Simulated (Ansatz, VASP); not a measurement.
# One calculation of CdSn2O3, two programs

The input INCAR:

```
ALGO = Normal
EDIFF = 1E-7
EDIFFG = -0.04
ENCUT = 600
GGA = PE
IBRION = 2
ISIF = 3
ISMEAR = 0
LASPH = T
LCHARG = F
LREAL = F
LWAVE = F
NELM = 60
NSW = 90
PREC = Accurate
SIGMA = 0.1
```

Contents of KPOINTS:

```
k-points
0
Gamma
  3 3 6
```

POSCAR

```
CdSn2O3
1.0
    6.1269432127      0.0000000000      0.0000000000
   -3.0634716064      5.3060884697      0.0000000000
    0.0000000000      0.0000000000      3.0842351050
Cd Sn O
1 2 3
Direct
    0.0000000000      0.0000000000      0.0000000000
    0.3333333333      0.6666666667      0.5000000000
    0.6666666667      0.3333333333      0.5000000000
    0.5000000000      0.0000000000      0.0000000000
    0.0000000000      0.5000000000      0.0000000000
    0.5000000000      0.5000000000      0.0000000000
```

Input for Ansatz:

```yaml
crystal:
  lattice:
    - [6.1269432127, 0.0, 0.0]
    - [-3.0634716064, 5.3060884697, 0.0]
    - [0.0, 0.0, 3.084235105]
  atoms:
    - { symbol: Cd, position: [0.0, 0.0, 0.0] }
    - { symbol: Sn, position: [0.3333333333, 0.6666666667, 0.5] }
    - { symbol: Sn, position: [0.6666666667, 0.3333333333, 0.5] }
    - { symbol: O, position: [0.5, 0.0, 0.0] }
    - { symbol: O, position: [0.0, 0.5, 0.0] }
    - { symbol: O, position: [0.5, 0.5, 0.0] }
basis:
  ecutwfc: 420
kpoints:
  mp_grid: { grid: [3, 3, 6] }
hamiltonian:
  xc: pbe
scf:
  occupations: { method: gaussian, width: 0.1 }
  lower_state_search: "off"
output:
  forces: true
  stress: true
  eigenvalues: true
relax:
  adjacent_minimum: "off"
  f_tol: 0.04
  max_steps: 70
  cell: { stress_tol: 0.4 }
```

Alike in both runs: task relaxation of cell and atoms; functional PBE; k mesh 3 × 3 × 6; occupations gaussian, width 0.1 eV; no spin polarisation.

```csv
,VASP,Ansatz
version,VASP 6.6.1,Ansatz 0.2.0
potentials or method,"VASP PAW PBE potentials, release 64 (Cd, Sn_d, O), cutoff 600 eV","scalar-relativistic, plane waves, PAW"
valence electrons in the cell,58,66
```

VASP gave:

```
gap on the k mesh at the Fermi level, each at its own relaxed structure (eV) : none
relaxed volume (Å³/atom)                                                     : 16.55
relaxed length of the cell vector where the two differ most in proportion (Å)              : 3.071
```

Question: Estimate Ansatz's values.

Answer: gap on the k mesh at the Fermi level, each at its own relaxed structure (eV): none; relaxed volume (Å³/atom): 16.55; relaxed length of the cell vector where the two differ most in proportion (Å): 3.073.

A gap of «none» marks a metal or a gap that the smearing closes. VASP's potentials hold 58 valence electrons a cell and Ansatz's 66, so a difference there can come from the potentials and not from the codes.

The k mesh is coarse, so the values compare programs but aren't converged.
